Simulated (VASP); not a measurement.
# GaAs (F-43m) in VASP: notebook

The runs below take GaAs through single point, relaxation of volume and atoms at fixed shape, with PBEsol.

All numbers are computed with VASP 6.6.1; they aren't measurements. Logs are shortened: lines on timing, memory, paths and dates and some standing lists are left out, and cuts for length are marked.

### 1 The cell of the first run

Symmetry: F-43m, No. 216, cubic system. The conventional cell has a = 5.666 Å, b = 5.666 Å, c = 5.666 Å, α = 90.00°, β = 90.00°, γ = 90.00°. Within 3.2 Å of Ga (site symmetry -43m) lie 4 As at 2.45 Å. Within 3.2 Å of As (site symmetry -43m) lie 4 Ga at 2.45 Å.

### 2 Single point, PBEsol

INCAR

```
SYSTEM = GaAs
PREC     = Accurate       ! precision mode
ENCUT    = 500            ! plane-wave cutoff, eV
EDIFF    = 1E-6           ! SCF threshold, eV
ISMEAR   = -1             ! smearing method
SIGMA    = 0.02           ! smearing width, eV
LREAL    = .FALSE.        ! projectors in reciprocal space
LASPH    = .TRUE.         ! aspherical terms in the spheres
NELM     = 120            ! most SCF steps
ALGO     = Normal         ! electronic algorithm
ISIF     = 2              ! what is computed and relaxed
LWAVE    = .FALSE.        ! write WAVECAR
LCHARG   = .TRUE.         ! write CHGCAR
GGA      = PS             ! functional
LELF     = .TRUE.         ! ELF
LVHAR    = .TRUE.       
NBANDS   = 16             ! bands
GGA_COMPAT= .FALSE.
```

KPOINTS

```
regular mesh
0
G
  4 4 4
  0 0 0
```

POSCAR

```
GaAs
1.0
    0.0000000000      2.8328279807      2.8328279807
    2.8328279807      0.0000000000      2.8328279807
    2.8328279807      2.8328279807      0.0000000000
Ga As
1 1
Direct
    0.0000000000      0.0000000000      0.0000000000
    0.7500000000      0.7500000000      0.7500000000
```

Potentials or basis: VASP PAW PBE potentials, release 64 (Ga_d, As).

On the command line:

```sh
> cat potpaw_PBE.64/Ga_d/POTCAR potpaw_PBE.64/As/POTCAR > POTCAR
> mpirun -np 1 vasp_std > vasp.out
```

OUTCAR:

```text
SYSTEM = GaAs
   PREC = Accurate
   ENCUT = 500
   EDIFF = 1E-6
   ISMEAR = -1
   LREAL = .FALSE.
   LASPH = .TRUE.
   NELM = 120
   ISIF = 2
   GGA = PS

 ion  position               nearest neighbor table
   1  0.000  0.000  0.000-   2 2.45   2 2.45   2 2.45   2 2.45
   2  0.750  0.750  0.750-   1 2.45   1 2.45   1 2.45   1 2.45

  LATTYP: Found a face centered cubic cell.
 ALAT       =     5.6656559614

  Lattice vectors:

 A1 = (   0.0000000000,   2.8328279807,   2.8328279807)
 A2 = (   2.8328279807,   0.0000000000,   2.8328279807)
 A3 = (   2.8328279807,   2.8328279807,   0.0000000000)

Analysis of symmetry for initial positions (statically):
=====================================================================
 Subroutine PRICEL returns:
 Original cell was already a primitive cell.

 Routine SETGRP: Setting up the symmetry group for a
 face centered cubic supercell.

 Subroutine GETGRP returns: Found 24 space group operations
 (whereof 24 operations were pure point group operations)
 out of a pool of 48 trial point group operations.

The static configuration has the point symmetry T_d .

Analysis of symmetry for dynamics (positions and initial velocities):
=====================================================================
 Subroutine PRICEL returns:
 Original cell was already a primitive cell.

 Routine SETGRP: Setting up the symmetry group for a
 face centered cubic supercell.

 Subroutine GETGRP returns: Found 24 space group operations
 (whereof 24 operations were pure point group operations)
 out of a pool of 48 trial point group operations.

The dynamic configuration has the point symmetry T_d .

 Subroutine INISYM returns: Found 24 space group operations
 (whereof 24 operations are pure point group operations),
 and found     1 'primitive' translations

----------------------------------------------------------------------------------------

                                     Primitive cell

  volume of cell :      45.4664

  direct lattice vectors                    reciprocal lattice vectors
     0.000000000  2.832827981  2.832827981    -0.176502069  0.176502069  0.176502069
     2.832827981  0.000000000  2.832827981     0.176502069 -0.176502069  0.176502069
     2.832827981  2.832827981  0.000000000     0.176502069  0.176502069 -0.176502069

  length of vectors
     4.006223750  4.006223750  4.006223750     0.305710551  0.305710551  0.305710551

  position of ions in fractional coordinates (direct lattice)
     0.000000000  0.000000000  0.000000000
     0.750000000  0.750000000  0.750000000

  ion indices of the primitive-cell ions
   primitive index   ion index
                 1           1
                 2           2

----------------------------------------------------------------------------------------

 KPOINTS: regular mesh

Automatic generation of k-mesh.
 Grid dimensions read from file:
 generate k-points for:    4    4    4

 Generating k-lattice:

  Cartesian coordinates                     Fractional coordinates (reciprocal lattice)
    -0.044125517  0.044125517  0.044125517     0.250000000  0.000000000  0.000000000
     0.044125517 -0.044125517  0.044125517     0.000000000  0.250000000  0.000000000
     0.044125517  0.044125517 -0.044125517     0.000000000  0.000000000  0.250000000

  Length of vectors
     0.076427638  0.076427638  0.076427638

  Shift w.r.t. Gamma in fractional coordinates (k-lattice)
     0.000000000  0.000000000  0.000000000

 Subroutine IBZKPT returns following result:
 ===========================================

 Found      8 irreducible k-points:

 Following reciprocal coordinates:
            Coordinates               Weight
  0.000000  0.000000  0.000000      1.000000
  0.250000  0.000000  0.000000      8.000000
  0.500000  0.000000  0.000000      4.000000
  0.250000  0.250000  0.000000      6.000000
  0.500000  0.250000  0.000000     24.000000
 -0.250000  0.250000  0.000000     12.000000
  0.500000  0.500000  0.000000      3.000000
 -0.250000  0.500000  0.250000      6.000000
   k-points           NKPTS =      8   k-points in BZ     NKDIM =      8   number of bands    NBANDS=     16
   number of dos      NEDOS =    301   number of ions     NIONS =      2
   total plane-waves  NPLWV =  27000
   dimension x,y,z NGX =    30 NGY =   30 NGZ =   30
   dimension x,y,z NGXF=    60 NGYF=   60 NGZF=   60
   ions per type =               1   1
   NGX,Y,Z   is equivalent  to a cutoff of  12.45, 12.45, 12.45 a.u.
   NGXF,Y,Z  is equivalent  to a cutoff of  24.90, 24.90, 24.90 a.u.
 SYSTEM =  GaAs
   PREC   = accura    normal or accurate (medium, high low for compatibility)
   ISTART =      0    job   : 0-new  1-cont  2-samecut
   ICHARG =      2    charge: 1-file 2-atom 10-const
   ISPIN  =      1    spin polarized calculation?
   LNONCOLLINEAR =      F non collinear calculations
   LSORBIT =      F    spin-orbit coupling
   LASPH  =      T    aspherical Exc in radial PAW
   ENCUT  =  500.0 eV  36.75 Ry    6.06 a.u.   7.30  7.30  7.30*2*pi/ulx,y,z
   NELM   =    120;   NELMIN=  2; NELMDL= -5     # of ELM steps
   EDIFF  = 0.1E-05   stopping-criterion for ELM
   LREAL  =      F    real-space projection
   EDIFFG = 0.1E-04   stopping-criterion for IOM
   NSW    =      0    number of steps for IOM
   IBRION =     -1    ionic relax: 0-MD 1-quasi-New 2-CG
   NFREE  =      0    steps in history (QN), initial steepest desc. (CG)
   ISIF   =      2    stress and relaxation
   ISYM   =      2    0-nonsym 1-usesym 2-fastsym
   POTIM  = 0.5000    time-step for ionic-motion
   TEBEG  =    0.0;   TEEND  =   0.0 temperature during run
   PSTRESS=    0.0 pullay stress
   NELECT =      18.0000    total number of electrons
   NUPDOWN=      -1.0000    fix difference up-down
   EMIN   =  10.00;   EMAX   =-10.00  energy-range for DOS
   EFERMI =   0.00;   METHOD = LEGACY
   ISMEAR =    -1;   SIGMA  =   0.02  broadening in eV -4-tet -1-fermi 0-gaus
   EFERMI_NEDOS =   21; number of points for ismear=-14 and -15
   IALGO  =     38    algorithm
   IMIX   =      4    mixing-type and parameters
     AMIX     =   0.40;   BMIX     =  1.00
     AMIX_MAG =   1.60;   BMIX_MAG =  1.00
  volume/ion in A,a.u.               =      22.73       153.41
  Fermi-wavevector in a.u.,A,eV,Ry     =   1.202086  2.271613 19.660558  1.445010
  Thomas-Fermi vector in A             =   2.337877
   LORBIT       =      0    0 simple, 1 ext, 2 COOP (PROOUT), +10 PAW based schemes
   GGA     = PS    functional components
   LHFCALC =     F    Hartree Fock is set to
   AEXX    =    0.0000 exact exchange contribution
   IVDW    =     0    specifies the selected vdW correction
   LEPSILON=     F    determine dielectric tensor
   LRPA    =     F    only Hartree local field effects (RPA)
 non-spin polarized calculation
  energy-cutoff  :      500.00
  volume of cell :       45.47
 maximum number of plane-waves:      1174
 NGX is ok and might be reduce to    30
   NGX = 15   NGY = 15   NGZ = 15

 number of electron      17.9999991 magnetization

 Free energy of the ion-electron system (eV)
  ---------------------------------------------------
  ext. energy  EPLUGINS =         0.00000000
  ---------------------------------------------------
  free energy    TOTEN  =        -8.90619578 eV

  energy without entropy =       -8.90619453  energy(sigma->0) =       -8.90619516

 E-fermi :   4.0051     XC(G=0):  -9.7208

 val. band max:        3.7974460729   @ k =   0.0000   0.0000   0.0000
 cond. band min:       4.1907669915   @ k =   0.0000   0.0000   0.0000
 fundamental gap:      0.3933209186
 Fermi energy:         4.0050928440

 k-point     1 :       0.0000    0.0000    0.0000
  band No.  band energies     occupation
      1     -11.0258      2.00000
      2     -11.0258      2.00000
      3     -11.0258      2.00000
      4     -10.9489      2.00000
      5     -10.9489      2.00000
      6      -8.9137      2.00000
[... 8 lines left out ...]
     15      13.8592      0.00000
     16      13.8592      0.00000

 k-point     2 :       0.2500    0.0000    0.0000
  band No.  band energies     occupation
      1     -11.0672      2.00000
      2     -11.0148      2.00000
      3     -11.0148      2.00000
      4     -10.9485      2.00000
      5     -10.9485      2.00000
      6      -8.2229      2.00000
[... 8 lines left out ...]
     15      12.7226      0.00000
     16      12.7226      0.00000

 k-point     3 :       0.5000    0.0000    0.0000
  band No.  band energies     occupation
      1     -11.1026      2.00000
      2     -11.0069      2.00000
      3     -11.0069      2.00000
      4     -10.9450      2.00000
      5     -10.9450      2.00000
      6      -7.1482      2.00000
[... 8 lines left out ...]
     15      15.5529      0.00000
     16      15.5529      0.00000

 k-point     4 :       0.2500    0.2500    0.0000
  band No.  band energies     occupation
      1     -11.0872      2.00000
      2     -11.0022      2.00000
      3     -11.0022      2.00000
      4     -10.9603      2.00000
      5     -10.9425      2.00000
      6      -7.9878      2.00000
[... 8 lines left out ...]
     15      14.8608      0.00000
     16      14.9965      0.00000

 k-point     5 :       0.5000    0.2500    0.0000
  band No.  band energies     occupation
      1     -11.1140      2.00000
      2     -10.9964      2.00000
      3     -10.9911      2.00000
      4     -10.9596      2.00000
      5     -10.9419      2.00000
      6      -6.8591      2.00000
[... 8 lines left out ...]
     15      15.7116      0.00000
     16      16.2089      0.00000

 k-point     6 :      -0.2500    0.2500    0.0000
  band No.  band energies     occupation
      1     -11.0996      2.00000
      2     -11.0032      2.00000
      3     -11.0010      2.00000
      4     -10.9507      2.00000
      5     -10.9486      2.00000
      6      -7.2746      2.00000
[... 8 lines left out ...]
     15      13.9921      0.00000
     16      16.3163      0.00000

 k-point     7 :       0.5000    0.5000    0.0000
  band No.  band energies     occupation
      1     -11.1338      2.00000
      2     -10.9775      2.00000
      3     -10.9775      2.00000
      4     -10.9742      2.00000
      5     -10.9362      2.00000
      6      -6.4057      2.00000
[... 8 lines left out ...]
     15      16.9201      0.00000
     16      17.0455      0.00000

 k-point     8 :      -0.2500    0.5000    0.2500
  band No.  band energies     occupation
      1     -11.1208      2.00000
      2     -10.9956      2.00000
      3     -10.9823      2.00000
      4     -10.9596      2.00000
      5     -10.9449      2.00000
      6      -6.3470      2.00000
[... 8 lines left out ...]
     15      15.8975      0.00000
     16      16.9603      0.00000

------------------------ aborting loop because EDIFF is reached ----------------------------------------

  FORCE on cell =-STRESS in cart. coord.  units (eV):
  Direction    XX          YY          ZZ          XY          YZ          ZX
  --------------------------------------------------------------------------------------
  -------------------------------------------------------------------------------------
  Total        0.0418612      0.0418612      0.0418612     -0.0000000     -0.0000000      0.0000000
  in kB        1.4751331      1.4751331      1.4751331     -0.0000000     -0.0000000      0.0000000
  external PRESSURE =       1.4751331 kB  Pullay stress =       0.0000000 kB

 VOLUME and BASIS-vectors are now :
 -----------------------------------------------------------------------------
  energy-cutoff  :      500.00
  volume of cell :       45.47
      direct lattice vectors                 reciprocal lattice vectors
     0.000000000  2.832827981  2.832827981    -0.176502069  0.176502069  0.176502069
     2.832827981  0.000000000  2.832827981     0.176502069 -0.176502069  0.176502069
     2.832827981  2.832827981  0.000000000     0.176502069  0.176502069 -0.176502069

 POSITION                                       TOTAL-FORCE (eV/Angst)
 -----------------------------------------------------------------------------------
      0.00000      0.00000      0.00000         0.000000      0.000000      0.000000
      4.24924      4.24924      4.24924        -0.000000     -0.000000     -0.000000
 -----------------------------------------------------------------------------------
    total drift:                               -0.000000     -0.000000     -0.000000

  FREE ENERGIE OF THE ION-ELECTRON SYSTEM (eV)
  ---------------------------------------------------
  free  energy   TOTEN  =        -8.9061957847 eV

  energy  without entropy=       -8.9061945264  energy(sigma->0) =       -8.90619516
```

It took 12 s on 1 thread of Intel Xeon Platinum 8375C at 2.90GHz (Ice Lake), shared host; peak memory 0.16 GiB.

Results:

| Quantity | Value |
| --- | --- |
| Free energy | -8.9062 eV |
| Pressure | 0.1 GPa |
| Band gap on the k mesh | 0.39 eV |

Levels at points of the mesh, in eV from the valence-band top:
```
           k point  band 5  band 6  band 7  band 8  band 9  band 10  band 11  band 12  band 13  band 14
(0.00, 0.00, 0.00)  -14.75  -12.71    0.00    0.00    0.00     0.39     3.65     3.65     3.65     7.35
(0.50, 0.00, 0.00)  -14.74  -10.95   -6.67   -1.15   -1.15     0.89     4.55     4.55     7.55    10.23
(0.50, 0.50, 0.00)  -14.73  -10.20   -6.85   -2.69   -2.69     1.33     1.55    10.05    10.05    10.82
```

Caveat: the k points lie up to 0.48 Å⁻¹ apart; the PAW data sets were made with another functional, which shifts forces and pressure a little.

(Part 1 of 2 ends here.)
